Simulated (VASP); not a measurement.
A run of VASP 6.6.1 is set up as follows.

File INCAR:

```
  PREC = Accurate
  ENCUT = 600
  EDIFF = 1E-6
  ISMEAR = 0
  SIGMA = 0.019000000000000003
  LREAL = F
  LASPH = T
  NELM = 120
  ALGO = Normal
  ISIF = 2
  LWAVE = F
  LCHARG = F
  GGA = PE
  NBANDS = 21
  GGA_COMPAT = F
```

Contents of KPOINTS:

```
regular mesh
0
Gamma
  8 8 8
```

The input POSCAR:

```
PbF2
1.0
    0.0000000000      2.9636600000      2.9636600000
    2.9636600000      0.0000000000      2.9636600000
    2.9636600000      2.9636600000      0.0000000000
Pb F
1 2
Direct
    0.0000000000      0.0000000000      0.0000000000
    0.7500000000      0.7500000000      0.7500000000
    0.2500000000      0.2500000000      0.2500000000
```

Potentials or basis: VASP PAW PBE potentials, release 64 (Pb_d, F).

Launch:

```bash
$ cat potpaw_PBE.64/Pb_d/POTCAR potpaw_PBE.64/F/POTCAR > POTCAR
$ mpirun -np 1 vasp_std > vasp.out
```

Q: What does it give for the pressure?

A: 2.4 GPa.

Q: Estimate the band gap on the k mesh.

A: 4.42 eV (least direct gap 4.56 eV).

Caveat: spin-orbit coupling is left out, which moves the levels of the heavy elements. A k mesh can miss the band edges.
